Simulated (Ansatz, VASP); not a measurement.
# NaTl15Cl16 in VASP and in Ansatz

```
CELL_PARAMETERS angstrom
0.00000 7.67493 7.67493
7.67493 0.00000 7.67493
7.67493 7.67493 0.00000
ATOMIC_POSITIONS crystal
Na 0.00000 0.00000 0.00000
Tl 0.50000 0.00000 0.00000
Tl 0.00000 0.50000 0.00000
Tl 0.00000 0.00000 0.50000
Tl 0.25000 0.25000 0.25000
Tl 0.50000 0.50000 0.00000
Tl 0.50000 0.00000 0.50000
Tl 0.75181 0.24819 0.24819
Tl 0.00000 0.50000 0.50000
Tl 0.24819 0.75181 0.24819
Tl 0.24819 0.24819 0.75181
Tl 0.50000 0.50000 0.50000
Tl 0.75181 0.75181 0.24819
Tl 0.75181 0.24819 0.75181
Tl 0.24819 0.75181 0.75181
Tl 0.75000 0.75000 0.75000
Cl 0.12040 0.12040 0.12040
Cl 0.63879 0.12040 0.12040
Cl 0.12040 0.63879 0.12040
Cl 0.12040 0.12040 0.63879
Cl 0.37340 0.37340 0.37340
Cl 0.62660 0.62660 0.12020
Cl 0.62660 0.12020 0.62660
Cl 0.87980 0.37340 0.37340
Cl 0.12020 0.62660 0.62660
Cl 0.37340 0.87980 0.37340
Cl 0.37340 0.37340 0.87980
Cl 0.62660 0.62660 0.62660
Cl 0.87960 0.87960 0.36121
Cl 0.87960 0.36121 0.87960
Cl 0.36121 0.87960 0.87960
Cl 0.87960 0.87960 0.87960
```

Alike in both runs: functional PBE; k mesh 2 × 2 × 2; occupations fermi-dirac, width 0.01 eV; no spin polarisation.

Ansatz relaxed the structure, and its values are those at the end. VASP's run is a single point on that final structure, the one shown.

|  | VASP | Ansatz |
| --- | --- | --- |
| version | VASP 6.6.1 | Ansatz 0.2.0 |
| potentials or method | VASP PAW PBE potentials, release 64 (Na_pv, Tl_d, Cl) | plane-wave PAW, scalar-relativistic |
| plane-wave cutoff (eV) | 520 | 420 |
| valence electrons in the cell | 314 | 316 |

|  | VASP | Ansatz | Ansatz less VASP |
| --- | --- | --- | --- |
| gap on the k mesh at the Fermi level (eV) | 2.16 | 2.15 | -0.007 |
| pressure (GPa) | 0.8 | 0.9 | +0.08 |
| rms of the force components (eV/Å) | 0.006 | 0.005 | -0.0004 |

With one functional, cell and mesh, what is left measures potentials, basis and numerics. VASP's potentials hold 314 valence electrons a cell and Ansatz's 316, so a difference there can come from the potentials and not from the codes. Ansatz's warnings: stress scf threshold loose.

Neither program's run includes spin-orbit coupling.
